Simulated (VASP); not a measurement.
Set up this calculation in VASP 6.6.1, as the native input.

```
Task                   : relaxation of cell and atoms
Functional             : LDA
Potentials or basis    : VASP PAW LDA potentials, release 64 (Al, Ni)
Cutoff                 : 600 eV
k mesh                 : 7 × 7 × 7
Occupations            : gaussian, width 0.1 eV
Spin                   : collinear spin, ferromagnetic start
Starting moments       : [0.0, 1.5, 1.5, 1.5] μB
Dipole correction      : no
Further INCAR settings : ALGO = Normal; EDIFF = 1e-06; IBRION = 2; EDIFFG = -0.03; NSW = 80; ISIF = 3
```

The structure of AlNi3 lies in POSCAR:

```
AlNi3
1.0
    3.5230547300      0.0000000000      0.0000000000
    0.0000000000      3.5230547300      0.0000000000
    0.0000000000      0.0000000000      3.5230547300
Al Ni
1 3
Direct
    0.0000000000      0.0000000000      0.0000000000
    0.0000000000      0.4999999986      0.4999999986
    0.4999999986      0.0000000000      0.4999999986
    0.4999999986      0.4999999986      0.0000000000
```

These files were run (other wordings do the same):

INCAR

```
SYSTEM = AlNi3
ALGO = Normal
EDIFF = 1E-6
EDIFFG = -0.03
ENCUT = 600
IBRION = 2
ISIF = 3
ISMEAR = 0
ISPIN = 2
LASPH = .True.
LCHARG = .False.
LMAXMIX = 4
LORBIT = 11
LREAL = .False.
LWAVE = .False.
MAGMOM = 0 1.5 1.5 1.5
NELM = 150
NSW = 80
PREC = Accurate
SIGMA = 0.1
```

KPOINTS

```
k-points
0
Gamma
  7 7 7
  0 0 0
```

Potentials or basis: VASP PAW LDA potentials, release 64 (Al, Ni).

Launch:

```sh
$ cat potpaw_LDA.64/Al/POTCAR potpaw_LDA.64/Ni/POTCAR > POTCAR
$ mpirun -np 1 vasp_std > vasp.out
```

It gave:

- Relaxed volume: 10.55 Å³/atom
- Relaxed cell: a = 3.481 Å, b = 3.481 Å, c = 3.481 Å, α = 90.00°, β = 90.00°, γ = 90.00°
- Space group after relaxing (to 0.05 Å): Pm-3m (No. 221)
- Energy gained by relaxing: 9.1 meV/atom
- Ionic steps: 3
- Pressure after relaxing: 0.0 GPa
- Net moment: 0.47 μB per cell
- Site moments: Al -0.00; Ni +0.16 μB
- Valence electrons inside the program's atomic spheres: Al 0.84; Ni 9.54

It took 3.2 min on 1 thread of AMD EPYC 7571, with other jobs on the host, peak memory 0.14 GiB.
